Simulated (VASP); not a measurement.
# Ge (Fd-3m) in VASP: a series of runs

The runs below take Ge through single point, with PBE.

All numbers are computed with VASP 6.6.1; they aren't measurements. Logs are shortened: lines on timing, memory, paths and dates and some standing lists are left out, and cuts for length are marked.

## 1. The cell of the first run

Symmetry: Fd-3m, No. 227, cubic system. Conventional cell: a = 5.658 Å, b = 5.658 Å, c = 5.658 Å, α = 90.00°, β = 90.00°, γ = 90.00°. Ge (site symmetry -43m) has 4 Ge at 2.45 Å within 3.2 Å.

## 2. Single point, PBE

File INCAR:

```
SYSTEM = Ge
PREC = Accurate ; ENCUT = 520
EDIFF = 1E-7 ; ISMEAR = -1
SIGMA = 0.05 ; LREAL = .FALSE.
LASPH = .TRUE. ; NELM = 100
ALGO = Normal ; ISIF = 2
LWAVE = .FALSE. ; LCHARG = .FALSE.
GGA = PE ; NBANDS = 21
```

File KPOINTS:

```
regular mesh
0
G
  8 8 8
  0 0 0
```

File POSCAR:

```
Ge
1.0
    0.0000000000      2.8289100000      2.8289100000
    2.8289100000      0.0000000000      2.8289100000
    2.8289100000      2.8289100000      0.0000000000
Ge
2
Direct
    0.7500000000      0.7500000000      0.7500000000
    0.5000000000      0.5000000000      0.5000000000
```

Potentials or basis: VASP PAW PBE potentials, release 64 (Ge_d).

The run is started by

```
cat potpaw_PBE.64/Ge_d/POTCAR > POTCAR
mpirun -np 1 vasp_std > vasp.out
```

OUTCAR:

```text
SYSTEM = Ge
   PREC = Accurate
   ENCUT = 520
   EDIFF = 1E-7
   ISMEAR = -1
   LREAL = .FALSE.
   LASPH = .TRUE.
   NELM = 100
   ISIF = 2
   GGA = PE

 ion  position               nearest neighbor table
   1  0.750  0.750  0.750-   2 2.45   2 2.45   2 2.45   2 2.45
   2  0.500  0.500  0.500-   1 2.45   1 2.45   1 2.45   1 2.45

  LATTYP: Found a face centered cubic cell.
 ALAT       =     5.6578200000

  Lattice vectors:

 A1 = (   0.0000000000,   2.8289100000,   2.8289100000)
 A2 = (   2.8289100000,   0.0000000000,   2.8289100000)
 A3 = (   2.8289100000,   2.8289100000,   0.0000000000)

Analysis of symmetry for initial positions (statically):
=====================================================================
 Subroutine PRICEL returns:
 Original cell was already a primitive cell.

 Routine SETGRP: Setting up the symmetry group for a
 face centered cubic supercell.

 Subroutine GETGRP returns: Found 48 space group operations
 (whereof 24 operations were pure point group operations)
 out of a pool of 48 trial point group operations.

The static configuration has the point symmetry T_d .
 The point group associated with its full space group is O_h .

Analysis of symmetry for dynamics (positions and initial velocities):
=====================================================================
 Subroutine PRICEL returns:
 Original cell was already a primitive cell.

 Routine SETGRP: Setting up the symmetry group for a
 face centered cubic supercell.

 Subroutine GETGRP returns: Found 48 space group operations
 (whereof 24 operations were pure point group operations)
 out of a pool of 48 trial point group operations.

The dynamic configuration has the point symmetry T_d .
 The point group associated with its full space group is O_h .

 Subroutine INISYM returns: Found 48 space group operations
 (whereof 24 operations are pure point group operations),
 and found     1 'primitive' translations

----------------------------------------------------------------------------------------

                                     Primitive cell

  volume of cell :      45.2780

  direct lattice vectors                    reciprocal lattice vectors
     0.000000000  2.828910000  2.828910000    -0.176746521  0.176746521  0.176746521
     2.828910000  0.000000000  2.828910000     0.176746521 -0.176746521  0.176746521
     2.828910000  2.828910000  0.000000000     0.176746521  0.176746521 -0.176746521

  length of vectors
     4.000682889  4.000682889  4.000682889     0.306133954  0.306133954  0.306133954

  position of ions in fractional coordinates (direct lattice)
     0.750000000  0.750000000  0.750000000
     0.500000000  0.500000000  0.500000000

  ion indices of the primitive-cell ions
   primitive index   ion index
                 1           1
                 2           2

----------------------------------------------------------------------------------------

 KPOINTS: regular mesh

Automatic generation of k-mesh.
 Grid dimensions read from file:
 generate k-points for:    8    8    8

 Generating k-lattice:

  Cartesian coordinates                     Fractional coordinates (reciprocal lattice)
    -0.022093315  0.022093315  0.022093315     0.125000000  0.000000000  0.000000000
     0.022093315 -0.022093315  0.022093315     0.000000000  0.125000000  0.000000000
     0.022093315  0.022093315 -0.022093315     0.000000000  0.000000000  0.125000000

  Length of vectors
     0.038266744  0.038266744  0.038266744

  Shift w.r.t. Gamma in fractional coordinates (k-lattice)
     0.000000000  0.000000000  0.000000000

 Subroutine IBZKPT returns following result:
 ===========================================

 Found     29 irreducible k-points:

 Following reciprocal coordinates:
            Coordinates               Weight
  0.000000  0.000000  0.000000      1.000000
  0.125000  0.000000  0.000000      8.000000
  0.250000  0.000000  0.000000      8.000000
  0.375000  0.000000  0.000000      8.000000
  0.500000  0.000000  0.000000      4.000000
  0.125000  0.125000  0.000000      6.000000
[... 16 lines left out ...]
  0.500000  0.250000  0.125000     48.000000
 -0.375000  0.250000  0.125000     24.000000
 [... further k-points ...]
   k-points           NKPTS =     29   k-points in BZ     NKDIM =     29   number of bands    NBANDS=     21
   number of dos      NEDOS =    301   number of ions     NIONS =      2
   total plane-waves  NPLWV =  27000
   dimension x,y,z NGX =    30 NGY =   30 NGZ =   30
   dimension x,y,z NGXF=    60 NGYF=   60 NGZF=   60
   ions per type =               2
   NGX,Y,Z   is equivalent  to a cutoff of  12.47, 12.47, 12.47 a.u.
   NGXF,Y,Z  is equivalent  to a cutoff of  24.93, 24.93, 24.93 a.u.
 SYSTEM =  Ge
   PREC   = accura    normal or accurate (medium, high low for compatibility)
   ISTART =      0    job   : 0-new  1-cont  2-samecut
   ICHARG =      2    charge: 1-file 2-atom 10-const
   ISPIN  =      1    spin polarized calculation?
   LNONCOLLINEAR =      F non collinear calculations
   LSORBIT =      F    spin-orbit coupling
   LASPH  =      T    aspherical Exc in radial PAW
   ENCUT  =  520.0 eV  38.22 Ry    6.18 a.u.   7.44  7.44  7.44*2*pi/ulx,y,z
   NELM   =    100;   NELMIN=  2; NELMDL= -5     # of ELM steps
   EDIFF  = 0.1E-06   stopping-criterion for ELM
   LREAL  =      F    real-space projection
   EDIFFG = 0.1E-05   stopping-criterion for IOM
   NSW    =      0    number of steps for IOM
   IBRION =     -1    ionic relax: 0-MD 1-quasi-New 2-CG
   NFREE  =      0    steps in history (QN), initial steepest desc. (CG)
   ISIF   =      2    stress and relaxation
   ISYM   =      2    0-nonsym 1-usesym 2-fastsym
   POTIM  = 0.5000    time-step for ionic-motion
   TEBEG  =    0.0;   TEEND  =   0.0 temperature during run
   PSTRESS=    0.0 pullay stress
   NELECT =      28.0000    total number of electrons
   NUPDOWN=      -1.0000    fix difference up-down
   EMIN   =  10.00;   EMAX   =-10.00  energy-range for DOS
   EFERMI =   0.00;   METHOD = LEGACY
   ISMEAR =    -1;   SIGMA  =   0.05  broadening in eV -4-tet -1-fermi 0-gaus
   EFERMI_NEDOS =   21; number of points for ismear=-14 and -15
   IALGO  =     38    algorithm
   IMIX   =      4    mixing-type and parameters
     AMIX     =   0.40;   BMIX     =  1.00
     AMIX_MAG =   1.60;   BMIX_MAG =  1.00
  volume/ion in A,a.u.               =      22.64       152.78
  Fermi-wavevector in a.u.,A,eV,Ry     =   1.394756  2.635708 26.468033  1.945346
  Thomas-Fermi vector in A             =   2.518275
   LORBIT       =      0    0 simple, 1 ext, 2 COOP (PROOUT), +10 PAW based schemes
   GGA     = PE    functional components
   LHFCALC =     F    Hartree Fock is set to
   AEXX    =    0.0000 exact exchange contribution
   IVDW    =     0    specifies the selected vdW correction
   LEPSILON=     F    determine dielectric tensor
   LRPA    =     F    only Hartree local field effects (RPA)
 non-spin polarized calculation
  energy-cutoff  :      520.00
  volume of cell :       45.28
 maximum number of plane-waves:      1243
 NGX is ok and might be reduce to    30
   NGX = 15   NGY = 15   NGZ = 15

 number of electron      28.0000022 magnetization

 Free energy of the ion-electron system (eV)
  ---------------------------------------------------
  ext. energy  EPLUGINS =         0.00000000
  ---------------------------------------------------
  free energy    TOTEN  =        -8.99924448 eV

  energy without entropy =       -8.99851947  energy(sigma->0) =       -8.99888198

 E-fermi :   5.0419     XC(G=0):  -9.9231

 val. band max:        5.0291030010   @ k =   0.0000   0.0000   0.0000
 cond. band min:       5.1788618075   @ k =   0.5000   0.0000   0.0000
 fundamental gap:      0.1497588065
 Fermi energy:         5.0419293905

 k-point     1 :       0.0000    0.0000    0.0000
  band No.  band energies     occupation
      1     -19.8203      2.00000
      2     -19.8203      2.00000
      3     -19.8203      2.00000
      4     -19.7841      2.00000
      5     -19.7841      2.00000
      6     -19.5736      2.00000
[... 13 lines left out ...]
     20      14.4761      0.00000
     21      14.4761      0.00000

 k-point     2 :       0.1250    0.0000    0.0000
  band No.  band energies     occupation
      1     -19.8284      2.00000
      2     -19.8284      2.00000
      3     -19.8177      2.00000
      4     -19.7727      2.00000
      5     -19.7727      2.00000
      6     -19.5854      2.00000
[... 13 lines left out ...]
     20      13.5765      0.00000
     21      13.5765      0.00000

 k-point     3 :       0.2500    0.0000    0.0000
  band No.  band energies     occupation
      1     -19.8384      2.00000
      2     -19.8384      2.00000
      3     -19.8116      2.00000
      4     -19.7556      2.00000
      5     -19.7556      2.00000
      6     -19.5991      2.00000
[... 13 lines left out ...]
     20      13.3272      0.00000
     21      13.3272      0.00000

 k-point     4 :       0.3750    0.0000    0.0000
  band No.  band energies     occupation
      1     -19.8435      2.00000
      2     -19.8435      2.00000
      3     -19.8053      2.00000
      4     -19.7451      2.00000
      5     -19.7451      2.00000
      6     -19.6063      2.00000
[... 13 lines left out ...]
     20      14.5038      0.00000
     21      14.5038      0.00000

 k-point     5 :       0.5000    0.0000    0.0000
  band No.  band energies     occupation
      1     -19.8447      2.00000
      2     -19.8447      2.00000
      3     -19.8027      2.00000
      4     -19.7422      2.00000
      5     -19.7422      2.00000
      6     -19.6079      2.00000
[... 13 lines left out ...]
     20      16.0844      0.00000
     21      16.2181      0.00000

 k-point     6 :       0.1250    0.1250    0.0000
  band No.  band energies     occupation
      1     -19.8278      2.00000
      2     -19.8260      2.00000
      3     -19.8260      2.00000
      4     -19.7752      2.00000
      5     -19.7605      2.00000
      6     -19.6078      2.00000
[... 13 lines left out ...]
     20      12.6413      0.00000
     21      14.7417      0.00000

 k-point     7 :       0.2500    0.1250    0.0000
  band No.  band energies     occupation
      1     -19.8414      2.00000
      2     -19.8341      2.00000
      3     -19.8172      2.00000
      4     -19.7611      2.00000
      5     -19.7405      2.00000
      6     -19.6283      2.00000
[... 13 lines left out ...]
     20      13.9514      0.00000
     21      14.5329      0.00000
[... 291 lines left out ...]
      1     -19.8712      2.00000
      2     -19.8552      2.00000
      3     -19.7663      2.00000
      4     -19.7075      2.00000
      5     -19.6811      2.00000
      6     -19.6678      2.00000
[... 13 lines left out ...]
     20      14.8167      0.00000
     21      18.5832      0.00000

 k-point    21 :       0.5000    0.5000    0.0000
  band No.  band energies     occupation
      1     -19.8542      2.00000
      2     -19.8542      2.00000
      3     -19.7686      2.00000
      4     -19.7686      2.00000
      5     -19.6693      2.00000
      6     -19.6693      2.00000
[... 13 lines left out ...]
     20      16.6051      0.00000
     21      17.8361      0.00000

 k-point    22 :       0.3750    0.2500    0.1250
  band No.  band energies     occupation
      1     -19.8489      2.00000
      2     -19.8464      2.00000
      3     -19.8035      2.00000
      4     -19.7479      2.00000
      5     -19.7193      2.00000
      6     -19.6500      2.00000
[... 13 lines left out ...]
     20      15.1336      0.00000
     21      15.3938      0.00000

 k-point    23 :       0.5000    0.2500    0.1250
  band No.  band energies     occupation
      1     -19.8608      2.00000
      2     -19.8529      2.00000
      3     -19.7818      2.00000
      4     -19.7330      2.00000
      5     -19.7067      2.00000
      6     -19.6587      2.00000
[... 13 lines left out ...]
     20      14.6690      0.00000
     21      16.5252      0.00000

 k-point    24 :      -0.3750    0.2500    0.1250
  band No.  band energies     occupation
      1     -19.8660      2.00000
      2     -19.8542      2.00000
      3     -19.7720      2.00000
      4     -19.7219      2.00000
      5     -19.7082      2.00000
      6     -19.6535      2.00000
[... 13 lines left out ...]
     20      15.9590      0.00000
     21      16.4686      0.00000

 [... further k-points ...]

------------------------ aborting loop because EDIFF is reached ----------------------------------------

  FORCE on cell =-STRESS in cart. coord.  units (eV):
  Direction    XX          YY          ZZ          XY          YZ          ZX
  --------------------------------------------------------------------------------------
  -------------------------------------------------------------------------------------
  Total        1.0081679      1.0081679      1.0081679     -0.0000000      0.0000000      0.0000000
  in kB       35.6743495     35.6743495     35.6743495     -0.0000000      0.0000000      0.0000000
  external PRESSURE =      35.6743495 kB  Pullay stress =       0.0000000 kB

 VOLUME and BASIS-vectors are now :
 -----------------------------------------------------------------------------
  energy-cutoff  :      520.00
  volume of cell :       45.28
      direct lattice vectors                 reciprocal lattice vectors
     0.000000000  2.828910000  2.828910000    -0.176746521  0.176746521  0.176746521
     2.828910000  0.000000000  2.828910000     0.176746521 -0.176746521  0.176746521
     2.828910000  2.828910000  0.000000000     0.176746521  0.176746521 -0.176746521

 POSITION                                       TOTAL-FORCE (eV/Angst)
 -----------------------------------------------------------------------------------
      4.24336      4.24336      4.24336        -0.000000     -0.000000     -0.000000
      2.82891      2.82891      2.82891         0.000000      0.000000      0.000000
 -----------------------------------------------------------------------------------
    total drift:                                0.000000     -0.000000      0.000000

  FREE ENERGIE OF THE ION-ELECTRON SYSTEM (eV)
  ---------------------------------------------------
  free  energy   TOTEN  =        -8.9992444846 eV

  energy  without entropy=       -8.9985194732  energy(sigma->0) =       -8.99888198
```

Run time: 13 s. Hardware: 1 thread of Intel Xeon Platinum 8559C (Emerald Rapids), shared host; peak memory 0.16 GiB.

What came out:

* Free energy: -8.9992 eV
* Pressure: 3.6 GPa

[end of part 1 of 2]
